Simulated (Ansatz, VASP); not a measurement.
One calculation of As, two programs

The input INCAR:

```
SYSTEM = As
ALGO = Normal ; DIPOL = 0.5 0.5 0.500
EDIFF = 1E-7 ; ENCUT = 520
GGA = PE ; IDIPOL = 3
ISIF = 2 ; ISMEAR = 0
IVDW = 12 ; LASPH = .True.
LCHARG = .False. ; LDIPOL = .True.
LREAL = .False. ; LWAVE = .False.
NBANDS = 12 ; NELM = 60
PREC = Accurate ; SIGMA = 0.02
```

KPOINTS

```
k-points
0
Gamma
  9 9 1
  0 0 0
```

Contents of POSCAR:

```
As
1.0
    3.6930000000      0.0000000000      0.0000000000
   -1.8465000000      3.1982318162      0.0000000000
    0.0000000000      0.0000000000     28.5742413766
As
2
Direct
    0.3333333333      0.6666666667      0.4685555956
    0.6666666667      0.3333333333      0.5314444044
```

Input for Ansatz:

```yaml
crystal:
  lattice:
    - [3.693, 0.0, 0.0]
    - [-1.8465, 3.1982318162, 0.0]
    - [0.0, 0.0, 28.5742413766]
  atoms:
    - { symbol: As, position: [0.3333333333, 0.6666666667, 0.4685555956] }
    - { symbol: As, position: [0.6666666667, 0.3333333333, 0.5314444044] }
  periodic: [true, true, false]
basis:
  ecutwfc: 420
kpoints:
  mp_grid: { grid: [9, 9, 1] }
hamiltonian:
  xc: pbe
  dispersion: d3bj
scf:
  occupations: { method: gaussian, width: 0.02 }
output:
  forces: true
  stress: true
  eigenvalues: true
```

Alike in both runs: task single point; functional PBE; dispersion D3(BJ); k mesh 9 × 9 × 1; occupations gaussian, width 0.02 eV; no spin polarisation.

|  | VASP | Ansatz |
| --- | --- | --- |
| version | VASP 6.6.1 | Ansatz 0.2.0 |
| potentials or method | VASP PAW PBE potentials, release 64 (As), cutoff 520 eV | scalar-relativistic, plane waves, PAW |
| valence electrons in the cell | 10 | 30 |

|  | VASP | Ansatz | Ansatz less VASP |
| --- | --- | --- | --- |
| gap on the k mesh at the Fermi level (eV) | 0.03 | 0.03 | -0.002 |
| least direct gap on the mesh (eV) | 1.02 | 1.02 | +0.003 |
| rms of the force components (eV/Å) | 2.106 | 2.109 | +0.0035 |

Atom by atom the forces differ by 0.004 eV/Å (rms over components). VASP's potentials hold 10 valence electrons a cell and Ansatz's 30, so a difference there can come from the potentials and not from the codes.
